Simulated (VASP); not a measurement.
Here is a VASP 6.6.1 calculation.

The input INCAR:

```
SYSTEM = Be
ALGO     = Normal         ! electronic algorithm
EDIFF    = 1E-6           ! SCF threshold, eV
ENCUT    = 520            ! plane-wave cutoff, eV
GGA      = PS             ! functional
ISIF     = 2              ! what is computed and relaxed
ISMEAR   = -1             ! smearing method
LASPH    = .TRUE.         ! aspherical terms in the spheres
LCHARG   = .FALSE.        ! write CHGCAR
LREAL    = Auto         
LWAVE    = .FALSE.        ! write WAVECAR
NBANDS   = 33             ! bands
NELM     = 80             ! most SCF steps
PREC     = Accurate       ! precision mode
SIGMA    = 0.2241         ! smearing width, eV
```

Contents of KPOINTS:

```
Automatic mesh
0
Gamma
  2 2 2
  0.5 0.5 0.5
```

POSCAR

```
Be
1.0
    0.0000000000     -2.5871436806     -5.1742873612
    5.1742873612      0.0000000000     -2.5871436806
    2.5871436806     -5.1742873612      0.0000000000
Be
18
Direct
    0.7787626578      0.7792358953      0.7736418238
    0.8607556988      0.1242875180      0.6316868595
    1.0040619174      0.5635663462      0.1932972573
    0.6515119836      0.1666995850      1.0085572224
    0.6853596506      0.5290777750      0.6698130330
    0.7623346307     -0.1159311123      0.4145706699
    0.7874588205      0.3665543529      0.1254559022
    0.4816479049      0.1027470315      0.7517245169
    0.4854444126      0.4800638327      0.4883284169
    0.6138139098      0.8026618158      0.1561146813
    0.1512280395      0.5763783735      0.8157195453
    0.2927536586      0.9083157855      0.5685339868
    0.3410730554      0.3047608086      0.3555140779
    0.4008154317      0.6519358745     -0.0582582856
    0.0741357700      0.3632060443      0.6939879563
    0.1643345142      0.7598801005      0.3007629634
    0.1900731955      0.1389194846      0.1550121355
    0.1105480414     -0.0599631688      0.0126412255
```

Potentials or basis: VASP PAW PBE potentials, release 64 (Be).

The run is started by

```bash
$ cat potpaw_PBE.64/Be/POTCAR > POTCAR
$ mpirun -np 1 vasp_std > vasp.out
```

**Question.** Predict the band gap on the k mesh.

**Answer.** Zero (bands 18 and 19 overlap by 0.19 eV).

**Question.** Predict the largest force.

**Answer.** 6.199 eV/Å.

**Question.** Estimate the pressure.

**Answer.** 3.5 GPa.

Forces on the atoms (eV/Å):
```
Be  -1.489 -1.339  0.166
Be   0.126  1.134 -1.482
Be   0.527 -1.396  0.688
Be   0.636  0.616  0.266
Be  -1.158  0.218 -0.334
Be   1.136  2.055 -0.130
Be   0.911  0.831 -0.559
Be   0.337  0.530  1.077
Be   0.405  0.383  0.215
Be   0.221 -0.035  1.584
Be   0.204 -0.763 -1.170
Be  -0.657 -0.039 -0.651
Be  -1.439  0.725 -0.819
Be  -0.410 -2.042 -0.210
Be  -1.174  0.095  0.857
Be  -1.020 -6.021 -0.136
Be   1.628 -0.751 -1.180
Be   1.217  5.800  1.819
```

Caveat: the k points lie up to 0.62 Å⁻¹ apart; the atoms stand as in a frame of molecular dynamics; the PAW data sets were made with another functional, which shifts forces and pressure a little.
